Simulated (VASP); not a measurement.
# MnSi (F-43m) in VASP: settings compared

Aim: see how the results for MnSi move with the level of theory and the settings. Levels: B3LYP, PBEsol-based global hybrid with 25 % exact exchange, HSE06. Tasks: single point.

Program: VASP 6.6.1. These are calculated values, not measurements. Logs are shortened: lines on timing, memory, paths and dates and some standing lists are left out, and cuts for length are marked.

**1. The cell of the first run**

It takes space group F-43m (No. 216, cubic). The conventional cell has a = 5.725 Å, b = 5.725 Å, c = 5.725 Å, α = 90.00°, β = 90.00°, γ = 90.00°. Mn (site symmetry -43m) has 4 Si at 2.48 Å within 3.3 Å. Si (site symmetry -43m) has 4 Mn at 2.48 Å within 3.3 Å.

**2. Single point, B3LYP, collinear spin, ferromagnetic start**

Contents of POSCAR:

```
MnSi
1.0
    0.0000000000      2.8623335434      2.8623335434
    2.8623335434      0.0000000000      2.8623335434
    2.8623335434      2.8623335434      0.0000000000
Mn Si
1 1
Direct
    0.0000000000      0.0000000000      0.0000000000
    0.2500000000      0.2500000000      0.2500000000
```

Contents of INCAR.step1:

```
SYSTEM = MnSi
ALGO = Normal
EDIFF = 1E-5
ENCUT = 520
GGA = PE
ISIF = 2
ISMEAR = -1
ISPIN = 2
LASPH = .TRUE.
LCHARG = .FALSE.
LMAXMIX = 4
LORBIT = 11
LREAL = .FALSE.
LWAVE = .TRUE.
MAGMOM = 4 0
NBANDS = 20
NELM = 150
PREC = Accurate
SIGMA = 0.05
```

Contents of INCAR.step2:

```
SYSTEM = MnSi
AEXX = 0.2
AGGAC = 0.81
AGGAX = 0.72
ALDAC = 0.19
ALGO = Normal
EDIFF = 1E-7
ENCUT = 520
GGA = B3
ISIF = 2
ISMEAR = -1
ISPIN = 2
ISTART = 1
LASPH = .TRUE.
LCHARG = .FALSE.
LHFCALC = .TRUE.
LMAXMIX = 4
LORBIT = 11
LREAL = .FALSE.
LWAVE = .FALSE.
MAGMOM = 4 0
NBANDS = 20
NELM = 150
PREC = Accurate
PRECFOCK = Normal
SIGMA = 0.05
```

Contents of KPOINTS:

```
k-points
0
G
  5 5 5
  0 0 0
```

Potentials or basis: VASP PAW PBE potentials, release 64 (Mn_pv, Si).

Run with:

```sh
$ cat potpaw_PBE.64/Mn_pv/POTCAR potpaw_PBE.64/Si/POTCAR > POTCAR
$ cp INCAR.step1 INCAR
$ mpirun -np 1 vasp_std > vasp.out
$ cp INCAR.step2 INCAR
$ mpirun -np 1 vasp_std > vasp.out
```

OUTCAR:

```text
SYSTEM = MnSi
   AEXX = 0.2
   EDIFF = 1E-7
   ENCUT = 520
   GGA = B3
   ISIF = 2
   ISMEAR = -1
   ISPIN = 2
   ISTART = 1
   LASPH = .TRUE.
   LHFCALC = .TRUE.
   LORBIT = 11
   LREAL = .FALSE.
   NELM = 150
   PREC = Accurate
   PRECFOCK = Normal

 ion  position               nearest neighbor table
   1  0.000  0.000  0.000-   2 2.48   2 2.48   2 2.48   2 2.48
   2  0.250  0.250  0.250-   1 2.48   1 2.48   1 2.48   1 2.48

  LATTYP: Found a face centered cubic cell.
 ALAT       =     5.7246670868

  Lattice vectors:

 A1 = (   0.0000000000,   2.8623335434,   2.8623335434)
 A2 = (   2.8623335434,   0.0000000000,   2.8623335434)
 A3 = (   2.8623335434,   2.8623335434,   0.0000000000)

Analysis of symmetry for initial positions (statically):
=====================================================================
 Subroutine PRICEL returns:
 Original cell was already a primitive cell.

 Routine SETGRP: Setting up the symmetry group for a
 face centered cubic supercell.

 Subroutine GETGRP returns: Found 24 space group operations
 (whereof 24 operations were pure point group operations)
 out of a pool of 48 trial point group operations.

The static configuration has the point symmetry T_d .

Analysis of symmetry for dynamics (positions and initial velocities):
=====================================================================
 Subroutine PRICEL returns:
 Original cell was already a primitive cell.

 Routine SETGRP: Setting up the symmetry group for a
 face centered cubic supercell.

 Subroutine GETGRP returns: Found 24 space group operations
 (whereof 24 operations were pure point group operations)
 out of a pool of 48 trial point group operations.

The dynamic configuration has the point symmetry T_d .

Analysis of structural, dynamic, and magnetic symmetry:
=====================================================================
 Subroutine PRICEL returns:
 Original cell was already a primitive cell.

 Routine SETGRP: Setting up the symmetry group for a
 face centered cubic supercell.

 Subroutine GETGRP returns: Found 24 space group operations
 (whereof 24 operations were pure point group operations)
 out of a pool of 48 trial point group operations.

The overall configuration has the point symmetry T_d .

 Subroutine INISYM returns: Found 24 space group operations
 (whereof 24 operations are pure point group operations),
 and found     1 'primitive' translations

----------------------------------------------------------------------------------------
[... 108 lines left out ...]
   NKREDY  =     1    reduce k-point grid by
   NKREDZ  =     1    reduce k-point grid by
   AEXX    =    0.2000 exact exchange contribution
   HFSCREEN=    0.0000 screening length (either q_TF or 0.3 A-1)
   HFSCREENC=   0.0000 screening length for correlation (either q_TF or 0.3 A-1)
   ENCUTFOCK=  -1.0 apply spherical cutoff to Coloumb kernel
   IVDW    =     0    specifies the selected vdW correction
   LEPSILON=     F    determine dielectric tensor
   LRPA    =     F    only Hartree local field effects (RPA)
 spin polarized calculation
  energy-cutoff  :      520.00
  volume of cell :       46.90
 maximum number of plane-waves:      1295
 NGX is ok and might be reduce to    30
  NGX = 24; NGY = 24; NGZ = 24

 number of electron      17.0000015 magnetization       3.0000018

 Free energy of the ion-electron system (eV)
  ---------------------------------------------------
  ext. energy  EPLUGINS =         0.00000000
  ---------------------------------------------------
  free energy    TOTEN  =       -16.72531169 eV

  energy without entropy =      -16.71894034  energy(sigma->0) =      -16.72212601

 E-fermi :   3.3790     XC(G=0):  -7.2507

 val. band max:        3.3533590047   @ k =  -0.4000   0.4000   0.2000
 cond. band min:       4.2027220163   @ k =  -0.2000   0.2000   0.0000
 fundamental gap:      0.8493630116
 Fermi energy:         3.3789546610

 spin component 1

 k-point     1 :       0.0000    0.0000    0.0000
  band No.  band energies     occupation
      1     -49.9597      1.00000
      2     -49.9597      1.00000
      3     -49.9597      1.00000
      4      -5.8343      1.00000
      5      -0.9621      1.00000
      6      -0.9621      1.00000
[... 206 lines left out ...]
      6      -0.7264      1.00000
[... 12 lines left out ...]
     19      20.2073      0.00000
     20      21.1480      0.00000
 Fermi energy:         3.3789546610

 spin component 2

 k-point     1 :       0.0000    0.0000    0.0000
  band No.  band energies     occupation
      1     -44.7650      1.00000
      2     -44.7650      1.00000
      3     -44.7650      1.00000
      4      -6.5155      1.00000
      5       2.3248      1.00000
      6       2.3248      1.00000
[... 219 lines left out ...]
     19      20.0118      0.00000
     20      21.0942      0.00000

------------------------ aborting loop because EDIFF is reached ----------------------------------------

  FORCE on cell =-STRESS in cart. coord.  units (eV):
  Direction    XX          YY          ZZ          XY          YZ          ZX
  --------------------------------------------------------------------------------------
  -------------------------------------------------------------------------------------
  Total        0.0366472      0.0366472      0.0366472     -0.0000000     -0.0000000      0.0000000
  in kB        1.2518731      1.2518731      1.2518731     -0.0000000     -0.0000000      0.0000000
  external PRESSURE =       1.2518731 kB  Pullay stress =       0.0000000 kB

 VOLUME and BASIS-vectors are now :
 -----------------------------------------------------------------------------
  energy-cutoff  :      520.00
  volume of cell :       46.90
      direct lattice vectors                 reciprocal lattice vectors
     0.000000000  2.862333543  2.862333543    -0.174682647  0.174682647  0.174682647
     2.862333543  0.000000000  2.862333543     0.174682647 -0.174682647  0.174682647
     2.862333543  2.862333543  0.000000000     0.174682647  0.174682647 -0.174682647

 POSITION                                       TOTAL-FORCE (eV/Angst)
 -----------------------------------------------------------------------------------
      0.00000      0.00000      0.00000        -0.000000     -0.000000      0.000000
      1.43117      1.43117      1.43117         0.000000      0.000000     -0.000000
 -----------------------------------------------------------------------------------
    total drift:                                0.000003      0.000002     -0.000001

  FREE ENERGIE OF THE ION-ELECTRON SYSTEM (eV)
  ---------------------------------------------------
  free  energy   TOTEN  =       -16.7253116857 eV

  energy  without entropy=      -16.7189403439  energy(sigma->0) =      -16.72212601

 total charge

# of ion       s       p       d       tot
------------------------------------------
    1        0.361   6.190   4.976  11.527
    2        0.835   0.882   0.000   1.717
--------------------------------------------------
tot          1.196   7.072   4.976  13.244

 magnetization (x)

# of ion       s       p       d       tot
------------------------------------------
    1        0.040  -0.044   3.793   3.789
    2       -0.032  -0.398   0.000  -0.429
--------------------------------------------------
tot          0.008  -0.441   3.793   3.360
```

OUTCAR.step1:

```text
SYSTEM = MnSi
   EDIFF = 1E-5
   ENCUT = 520
   GGA = PE
   ISIF = 2
   ISMEAR = -1
   ISPIN = 2
   LASPH = .TRUE.
   LORBIT = 11
   LREAL = .FALSE.
   NELM = 150
   PREC = Accurate

 ion  position               nearest neighbor table
[... 690 lines left out ...]

# of ion       s       p       d       tot
------------------------------------------
    1        0.340   6.173   4.993  11.506
    2        0.815   0.834   0.000   1.649
--------------------------------------------------
tot          1.155   7.007   4.993  13.156

 magnetization (x)

# of ion       s       p       d       tot
------------------------------------------
    1        0.050  -0.009   3.295   3.335
    2       -0.024  -0.243   0.000  -0.267
--------------------------------------------------
tot          0.026  -0.252   3.295   3.068
```

OSZICAR.step1:

```text
N       E                     dE             d eps       ncg     rms          rms(c)
DAV:   1     0.120842474213E+03    0.12084E+03   -0.88514E+03   808   0.791E+02
DAV:   2    -0.100130234540E+02   -0.13086E+03   -0.12424E+03   828   0.242E+02
DAV:   3    -0.146635706303E+02   -0.46505E+01   -0.46067E+01   932   0.508E+01
DAV:   4    -0.147174971644E+02   -0.53927E-01   -0.53911E-01   912   0.546E+00
DAV:   5    -0.147186559059E+02   -0.11587E-02   -0.11587E-02   920   0.808E-01    0.146E+01
DAV:   6    -0.191022385248E+02   -0.43836E+01   -0.21914E+01   884   0.507E+01    0.298E+01
DAV:   7    -0.126222715638E+02    0.64800E+01   -0.13816E+01   880   0.387E+01    0.654E+00
DAV:   8    -0.127714473500E+02   -0.14918E+00   -0.29676E-01   884   0.408E+00    0.323E+00
DAV:   9    -0.128263376764E+02   -0.54890E-01   -0.14429E-01   880   0.309E+00    0.115E+00
DAV:  10    -0.128306369616E+02   -0.42993E-02   -0.18422E-02   940   0.909E-01    0.881E-01
DAV:  11    -0.128351601555E+02   -0.45232E-02   -0.36192E-03   868   0.520E-01    0.373E-01
DAV:  12    -0.128360271558E+02   -0.86700E-03   -0.19696E-03   948   0.401E-01    0.840E-02
DAV:  13    -0.128360368617E+02   -0.97058E-05   -0.20290E-04   888   0.858E-02    0.921E-02
DAV:  14    -0.128360760874E+02   -0.39226E-04   -0.57813E-05   888   0.739E-02    0.247E-02
DAV:  15    -0.128360791691E+02   -0.30817E-05   -0.56242E-06   472   0.168E-02
   1 F= -.12836079E+02 E0= -.12831140E+02  d E =-.987901E-02  mag=     3.0011
```

Run time: 25 min. Hardware: 1 thread of Intel Xeon Platinum 8488C (Sapphire Rapids), shared host; peak memory 0.21 GiB.

What came out:

```yaml
Free_energy: -16.7253 eV
Pressure: 0.1 GPa
Band_gap_on_the_k_mesh: zero (filled and empty bands overlap)
Net_moment: 3.00 μB per cell
Site_moments: Mn +3.79; Si -0.43 μB
Valence_electrons_inside_the_program's_atomic_spheres: Mn 11.53; Si 1.72
```

Caveat: the k points lie up to 0.38 Å⁻¹ apart, too coarse for converged energies and pressures of a metal; the PAW data sets were made with another functional, which shifts forces and pressure a little.

**3. Single point, PBEsol-based global hybrid with 25 % exact exchange, collinear spin, ferromagnetic start**

This run uses another cell than the first one, of 22.22 Å³/atom.

Contents of POSCAR:

```
MnSi
1.0
    0.0000000000      2.8113028651      2.8113028651
    2.8113028651      0.0000000000      2.8113028651
    2.8113028651      2.8113028651      0.0000000000
Mn Si
1 1
Direct
    0.0000000000      0.0000000000      0.0000000000
    0.2500000000      0.2500000000      0.2500000000
```

Contents of INCAR.step1:

```
SYSTEM = MnSi
  PREC = Accurate
  ENCUT = 520
  EDIFF = 1E-5
  ISMEAR = -1
  SIGMA = 0.05
  LREAL = .False.
  LASPH = .True.
  NELM = 150
  ALGO = Normal
  ISIF = 2
  LWAVE = .True.
  ISPIN = 2
  MAGMOM = 4 0
  LORBIT = 11
  LMAXMIX = 4
  GGA = PE
  NBANDS = 20
```

Contents of INCAR.step2:

```
SYSTEM = MnSi
  PREC = Accurate
  ENCUT = 520
  EDIFF = 1E-6
  ISMEAR = -1
  SIGMA = 0.05
  LREAL = .False.
  LASPH = .True.
  NELM = 150
  ALGO = Normal
  ISIF = 2
  LWAVE = .False.
  LCHARG = .True.
  ISPIN = 2
  MAGMOM = 4 0
  LORBIT = 11
  LMAXMIX = 4
  GGA = PS
  LHFCALC = .True.
  AEXX = 0.25
  PRECFOCK = Normal
  LELF = .True.
  LVHAR = .True.
  ISTART = 1
  NBANDS = 20
```

Contents of KPOINTS:

```
Automatic mesh
0
Gamma
  5 5 5
  0 0 0
```

Potentials or basis: VASP PAW PBE potentials, release 64 (Mn_pv, Si).

Run with:

```sh
$ cat potpaw_PBE.64/Mn_pv/POTCAR potpaw_PBE.64/Si/POTCAR > POTCAR
$ cp INCAR.step1 INCAR
$ mpirun -np 1 vasp_std > vasp.out
$ cp INCAR.step2 INCAR
$ mpirun -np 1 vasp_std > vasp.out
```

It took 32 min on 1 thread of AMD EPYC 9R45 (Zen 5), shared host; peak memory 0.18 GiB.

Results (log left out):

- Free energy: -19.7997 eV
- Pressure: 0.0 GPa
- Band gap on the k mesh: zero (filled and empty bands overlap)
- Net moment: 3.00 μB per cell
- Site moments: Mn +3.84; Si -0.46 μB
- Valence electrons inside the program's atomic spheres: Mn 11.54; Si 1.73

Levels at points of the mesh, in eV from the Fermi level:
Spin up:
```tsv
k point	band 8	band 9	band 10	band 11	band 12	band 13
(0.00, 0.00, 0.00)	-4.32	-4.32	6.12	6.12	6.12	7.61
```
Spin down:
| k point | band 4 | band 5 | band 6 | band 7 | band 8 | band 9 | band 10 | band 11 |
| --- | --- | --- | --- | --- | --- | --- | --- | --- |
| (0.00, 0.00, 0.00) | -10.37 | -0.96 | -0.96 | -0.96 | 3.69 | 3.69 | 7.37 | 7.68 |

Caveat: the k points lie up to 0.39 Å⁻¹ apart, too coarse for converged energies and pressures of a metal; the PAW data sets were made with another functional, which shifts forces and pressure a little.

[end of part 1 of 2]

The gap in the log of VASP goes by the Fermi energy; the results here count the filled bands.